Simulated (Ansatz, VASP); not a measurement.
**Two plane-wave programs on RbBr**

```xyz
2
Lattice="4.0229 0.0000 0.0000 0.0000 4.0229 0.0000 0.0000 0.0000 4.3324" Properties=species:S:1:pos:R:3 pbc="T T T"
Rb    0.0000    0.0000    0.0000
Br    2.0115    2.0115    2.1662
```

Change from the starting cell: strain -0.025 along x and y, +0.050 along z, atoms carried along.

Alike in both runs: task single point; functional PBEsol; k mesh 6 × 6 × 6; occupations gaussian, width 0.05 eV; no spin polarisation.

```csv
,VASP,Ansatz
version,VASP 6.6.1,Ansatz 0.2.0
potentials or method,"VASP PAW PBE potentials, release 64 (Rb_sv, Br), cutoff 520 eV","scalar-relativistic, plane waves, PAW"
valence electrons in the cell,16,16
```

|  | VASP | Ansatz | Ansatz less VASP |
| --- | --- | --- | --- |
| gap on the k mesh at the Fermi level (eV) | 3.72 | 3.73 | +0.001 |
| least direct gap on the mesh (eV) | 3.87 | 3.88 | 0.000 |
| pressure (GPa) | -0.5 | -0.6 | -0.04 |
| traceless stress, the component that is largest in VASP (GPa) | -1.45 | -1.45 | 0.000 |

VASP's potentials were made for PBE, not for PBEsol.
